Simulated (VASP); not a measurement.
# VPtC4N4 (P-43m) in VASP: single point with PBE

Aim: the single point of VPtC4N4 with PBE.

Everything below comes from runs of VASP 6.6.1. Logs are shortened: lines on timing, memory, paths and dates and some standing lists are left out, and cuts for length are marked.

**1. The cell of the first run**

The structure is cubic, space group P-43m (No. 215). The conventional cell has a = 6.005 Å, b = 6.005 Å, c = 6.005 Å, α = 90.00°, β = 90.00°, γ = 90.00°. V (site symmetry -43m) has 4 C at 1.99 Å within 2.6 Å. Pt (site symmetry -43m) has 4 N at 2.03 Å within 2.7 Å. C (site symmetry 3m) has 1 N at 1.18 Å within 1.6 Å. Within 1.6 Å of N (site symmetry 3m) lie 1 C at 1.18 Å.

**2. Single point, PBE, collinear spin, ferrimagnetic start**

INCAR reads:

```
SYSTEM = VPtC4N4
PREC     = Accurate       ! precision mode
ENCUT    = 520            ! plane-wave cutoff, eV
EDIFF    = 1E-6           ! SCF threshold, eV
ISMEAR   = 0              ! smearing method
SIGMA    = 0.1            ! smearing width, eV
LREAL    = .False.        ! projectors in reciprocal space
LASPH    = .True.         ! aspherical terms in the spheres
NELM     = 150            ! most SCF steps
ALGO     = Normal         ! electronic algorithm
ISIF     = 2              ! what is computed and relaxed
LWAVE    = .False.        ! write WAVECAR
LCHARG   = .False.        ! write CHGCAR
ISPIN    = 2              ! spin polarisation
MAGMOM   = 1.25 -0.41 0 0 0 0 0 0 0 0 ! initial moments
LORBIT   = 11             ! projections on sites
LMAXMIX  = 4              ! l up to which the mixer works
GGA      = PE             ! functional
NBANDS   = 44             ! bands
```

KPOINTS reads:

```
Automatic mesh
0
Gamma
  6 6 6
  0 0 0
```

POSCAR reads:

```
VPtC4N4
1.0
    6.0053536883      0.0000000000      0.0000000000
    0.0000000000      6.0053536883      0.0000000000
    0.0000000000      0.0000000000      6.0053536883
V Pt C N
1 1 4 4
Direct
    0.0000000000      0.0000000000      0.0000000000
    0.5000000000      0.5000000000      0.5000000000
    0.1914925731      0.1914925731      0.1914925731
    0.1914925731      0.8085074269      0.8085074269
    0.8085074269      0.1914925731      0.8085074269
    0.8085074269      0.8085074269      0.1914925731
    0.3048809433      0.3048809433      0.3048809433
    0.3048809433      0.6951190567      0.6951190567
    0.6951190567      0.3048809433      0.6951190567
    0.6951190567      0.6951190567      0.3048809433
```

Potentials or basis: VASP PAW PBE potentials, release 64 (V_sv, Pt, C, N).

Run with:

```sh
> cat potpaw_PBE.64/V_sv/POTCAR potpaw_PBE.64/Pt/POTCAR potpaw_PBE.64/C/POTCAR potpaw_PBE.64/N/POTCAR > POTCAR
> mpirun -np 1 vasp_std > vasp.out
```

OUTCAR:

```text
SYSTEM = VPtC4N4
   PREC = Accurate
   ENCUT = 520
   EDIFF = 1E-6
   ISMEAR = 0
   LREAL = .False.
   LASPH = .True.
   NELM = 150
   ISIF = 2
   ISPIN = 2
   LORBIT = 11
   GGA = PE

 ion  position               nearest neighbor table
   1  0.000  0.000  0.000-   3 1.99   4 1.99   5 1.99   6 1.99
   2  0.500  0.500  0.500-   7 2.03   8 2.03   9 2.03  10 2.03
   3  0.191  0.191  0.191-   7 1.18   1 1.99
   4  0.191  0.809  0.809-   8 1.18   1 1.99
   5  0.809  0.191  0.809-   9 1.18   1 1.99
   6  0.809  0.809  0.191-  10 1.18   1 1.99
   7  0.305  0.305  0.305-   3 1.18   2 2.03
   8  0.305  0.695  0.695-   4 1.18   2 2.03
   9  0.695  0.305  0.695-   5 1.18   2 2.03
  10  0.695  0.695  0.305-   6 1.18   2 2.03

  LATTYP: Found a simple cubic cell.
 ALAT       =     6.0053536883

  Lattice vectors:

 A1 = (   6.0053536883,   0.0000000000,   0.0000000000)
 A2 = (   0.0000000000,   6.0053536883,   0.0000000000)
 A3 = (   0.0000000000,   0.0000000000,   6.0053536883)

Analysis of symmetry for initial positions (statically):
=====================================================================
 Subroutine PRICEL returns:
 Original cell was already a primitive cell.

 Routine SETGRP: Setting up the symmetry group for a
 simple cubic supercell.

 Subroutine GETGRP returns: Found 24 space group operations
 (whereof 24 operations were pure point group operations)
 out of a pool of 48 trial point group operations.

The static configuration has the point symmetry T_d .

Analysis of symmetry for dynamics (positions and initial velocities):
=====================================================================
 Subroutine PRICEL returns:
 Original cell was already a primitive cell.

 Routine SETGRP: Setting up the symmetry group for a
 simple cubic supercell.

 Subroutine GETGRP returns: Found 24 space group operations
 (whereof 24 operations were pure point group operations)
 out of a pool of 48 trial point group operations.

The dynamic configuration has the point symmetry T_d .

Analysis of structural, dynamic, and magnetic symmetry:
=====================================================================
 Subroutine PRICEL returns:
 Original cell was already a primitive cell.

 Routine SETGRP: Setting up the symmetry group for a
 simple cubic supercell.

 Subroutine GETGRP returns: Found 24 space group operations
 (whereof 24 operations were pure point group operations)
 out of a pool of 48 trial point group operations.

The overall configuration has the point symmetry T_d .

[... 159 lines left out ...]

 val. band max:       -0.4065469476   @ k =   0.3333   0.3333   0.0000
 cond. band min:      -0.4022080337   @ k =   0.1667   0.1667   0.1667
 fundamental gap:      0.0043389139
 Fermi energy:        -0.4045194108

 spin component 1

 k-point     1 :       0.0000    0.0000    0.0000
  band No.  band energies     occupation
      1     -65.5757      1.00000
      2     -39.4315      1.00000
      3     -39.4315      1.00000
      4     -39.4315      1.00000
      5     -18.4727      1.00000
      6     -18.3582      1.00000
[... 869 lines left out ...]
     40       4.5404      0.00000
     41       4.8315      0.00000
 Fermi energy:        -0.4045194108

 spin component 2

 k-point     1 :       0.0000    0.0000    0.0000
  band No.  band energies     occupation
      1     -64.1481      1.00000
      2     -38.0192      1.00000
      3     -38.0192      1.00000
      4     -38.0192      1.00000
      5     -18.4698      1.00000
      6     -18.3562      1.00000
[... 869 lines left out ...]
     40       4.7530      0.00000
     41       5.2703      0.00000
 [bands above 41 left out]

------------------------ aborting loop because EDIFF is reached ----------------------------------------

  FORCE on cell =-STRESS in cart. coord.  units (eV):
  Direction    XX          YY          ZZ          XY          YZ          ZX
  --------------------------------------------------------------------------------------
  -------------------------------------------------------------------------------------
  Total        0.4044357      0.4044357      0.4044357      0.0000000      0.0000000      0.0000000
  in kB        2.9918807      2.9918807      2.9918807      0.0000000      0.0000000      0.0000000
  external PRESSURE =       2.9918807 kB  Pullay stress =       0.0000000 kB

 VOLUME and BASIS-vectors are now :
 -----------------------------------------------------------------------------
  energy-cutoff  :      520.00
  volume of cell :      216.58
      direct lattice vectors                 reciprocal lattice vectors
     6.005353688  0.000000000  0.000000000     0.166518086  0.000000000  0.000000000
     0.000000000  6.005353688  0.000000000     0.000000000  0.166518086  0.000000000
     0.000000000  0.000000000  6.005353688     0.000000000  0.000000000  0.166518086

 POSITION                                       TOTAL-FORCE (eV/Angst)
 -----------------------------------------------------------------------------------
      0.00000      0.00000      0.00000        -0.000000     -0.000000     -0.000000
      3.00268      3.00268      3.00268        -0.000000     -0.000000      0.000000
      1.14998      1.14998      1.14998        -0.167963     -0.167963     -0.167963
      1.14998      4.85537      4.85537        -0.167963      0.167963      0.167963
      4.85537      1.14998      4.85537         0.167963     -0.167963      0.167963
      4.85537      4.85537      1.14998         0.167963      0.167963     -0.167963
      1.83092      1.83092      1.83092         0.182431      0.182431      0.182431
      1.83092      4.17444      4.17444         0.182431     -0.182431     -0.182431
      4.17444      1.83092      4.17444        -0.182431      0.182431     -0.182431
      4.17444      4.17444      1.83092        -0.182431     -0.182431      0.182431
 -----------------------------------------------------------------------------------
    total drift:                                0.000000      0.000000     -0.000000

  FREE ENERGIE OF THE ION-ELECTRON SYSTEM (eV)
  ---------------------------------------------------
  free  energy   TOTEN  =       -78.6769211461 eV

  energy  without entropy=      -78.6519885493  energy(sigma->0) =      -78.66445485

 total charge

# of ion       s       p       d       tot
------------------------------------------
    1        2.307   6.241   3.022  11.570
    2        0.539   0.755   7.957   9.250
    3        0.956   1.650   0.000   2.606
    4        0.956   1.650   0.000   2.606
    5        0.956   1.650   0.000   2.606
    6        0.956   1.650   0.000   2.606
    7        1.295   2.544   0.000   3.840
    8        1.295   2.544   0.000   3.840
    9        1.295   2.544   0.000   3.840
   10        1.295   2.544   0.000   3.840
--------------------------------------------------
tot         11.851  23.774  10.979  46.604

 magnetization (x)

# of ion       s       p       d       tot
------------------------------------------
    1        0.014   0.014   1.422   1.451
    2       -0.005  -0.050  -0.482  -0.537
    3       -0.009  -0.037   0.000  -0.047
    4       -0.009  -0.037   0.000  -0.047
    5       -0.009  -0.037   0.000  -0.047
    6       -0.009  -0.037   0.000  -0.047
    7       -0.004   0.032   0.000   0.027
    8       -0.004   0.032   0.000   0.027
    9       -0.004   0.032   0.000   0.027
   10       -0.004   0.032   0.000   0.027
--------------------------------------------------
tot         -0.044  -0.059   0.940   0.837
```

It took 12 min on 1 thread of Intel Xeon 8259CL, shared host; peak memory 0.6 GiB.

Results:

```
Free energy                                           : -78.6769 eV
Pressure                                              : 0.3 GPa
Largest force                                         : 0.316 eV/Å
Band gap on the k mesh                                : zero (filled and empty bands overlap)
Net moment                                            : 1.00 μB per cell
Site moments                                          : V +1.45; Pt -0.54; C -0.05; N +0.03 μB
Valence electrons inside the program's atomic spheres : V 11.57; Pt 9.25; C 2.61; N 3.84
```

Forces on the atoms (eV/Å):
```
V    0.000  0.000  0.000
Pt   0.000  0.000  0.000
C   -0.168 -0.168 -0.168
C   -0.168  0.168  0.168
C    0.168 -0.168  0.168
C    0.168  0.168 -0.168
N    0.182  0.182  0.182
N    0.182 -0.182 -0.182
N   -0.182  0.182 -0.182
N   -0.182 -0.182  0.182
```

Caveat: spin-orbit coupling is left out, which moves the levels of the heavy elements. With open d or f shells a metallic result of PBE can be an artefact of self-interaction; +U or a hybrid may open a gap.
